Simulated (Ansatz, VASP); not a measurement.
One calculation of KF, two programs

```
CELL_PARAMETERS angstrom
0.00000 2.67185 2.67185
2.67185 0.00000 2.67185
2.67185 2.67185 0.00000
ATOMIC_POSITIONS crystal
K 0.92500 0.92500 0.07500
F 0.57500 0.57500 0.42500
```

Change from the starting cell: shortest bond scaled by 0.7, PAW files.

Alike in both runs: task electric field gradients; functional PBEsol; k mesh 8 × 8 × 8; occupations fermi-dirac, width 0.03 eV; no spin polarisation.

```csv
,VASP,Ansatz
version,VASP 6.6.1,Ansatz 0.2.0
potentials or method,"VASP PAW PBE potentials, release 64 (K_sv, F)","PAW with Ansatz's default frozen-core files, scalar-relativistic"
plane-wave cutoff (eV),520,420
valence electrons in the cell,16,16
```

```csv
,VASP,Ansatz,Ansatz less VASP
gap on the k mesh at the Fermi level (eV),5.36,5.38,+0.020
pressure (GPa),17.6,16.5,-1.12
"traceless stress, the component that is largest in VASP (GPa)",36.93,34.60,-2.335
rms of the force components (eV/Å),4.099,3.839,-0.2607
size of Vzz on the site where it differs most (V/Å²),72.4,70.6,-1.86
```

VASP's potentials were made for PBE, not for PBEsol. Atom by atom the forces differ by 0.261 eV/Å (rms over components).
